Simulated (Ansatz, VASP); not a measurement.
## One calculation of Au, two programs

Contents of INCAR:

```
ALGO = Normal
EDIFF = 1E-7
ENCUT = 520
GGA = RP
ISIF = 2
ISMEAR = -1
LASPH = True
LCHARG = False
LREAL = False
LWAVE = False
NBANDS = 18
NELM = 80
PREC = Accurate
SIGMA = 0.1
```

File KPOINTS:

```
k-points
0
Gamma
  14 14 7
```

POSCAR

```
Au
1.0
    3.0563571675      0.0000000000      0.0000000000
   -1.5281785837      2.6468829501      0.0000000000
    0.0000000000      0.0000000000      5.1290544617
Au
2
Direct
    0.3333333333      0.6666666667      0.2500000000
    0.6666666667      0.3333333333      0.7500000000
```

Input for Ansatz:

```yaml
crystal:
  lattice:
    - [3.0563571675, 0.0, 0.0]
    - [-1.5281785837, 2.6468829501, 0.0]
    - [0.0, 0.0, 5.1290544617]
  atoms:
    - { symbol: Au, position: [0.3333333333, 0.6666666667, 0.25] }
    - { symbol: Au, position: [0.6666666667, 0.3333333333, 0.75] }
hamiltonian:
  xc: rpbe
  pseudopotentials:
    kind: paw
    azcp:
      Au: "pseudopotentials/Au.paw.azcp"
basis:
  ecutwfc: 420
  fft_grid_basis: typed
kpoints:
  mp_grid: { grid: [14, 14, 7], shift: [0, 0, 0] }
magnetization:
  spin_polarized: false
scf:
  occupations: { method: fermi_dirac, width: 0.1 }
  lower_state_search: "off"
output:
  stress: true
```

Alike in both runs: task single point; functional RPBE; k mesh 14 × 14 × 7; occupations fermi-dirac, width 0.1 eV; no spin polarisation.

|  | VASP | Ansatz |
| --- | --- | --- |
| version | VASP 6.6.1 | Ansatz 0.2.0 |
| potentials or method | VASP PAW PBE potentials, release 64 (Au), cutoff 520 eV | plane waves (420 eV) with PAW, scalar-relativistic |
| valence electrons in the cell | 22 | 38 |

```csv
,VASP,Ansatz,Ansatz less VASP
pressure (GPa),-9.5,-9.4,+0.09
"traceless stress, the component that is largest in VASP (GPa)",0.10,0.10,+0.009
```

VASP's potentials were made for PBE, not for RPBE. With one functional, cell and mesh, what is left measures potentials, basis and numerics. VASP's potentials hold 22 valence electrons a cell and Ansatz's 38, so a difference there can come from the potentials and not from the codes.

Neither program's run includes spin-orbit coupling.
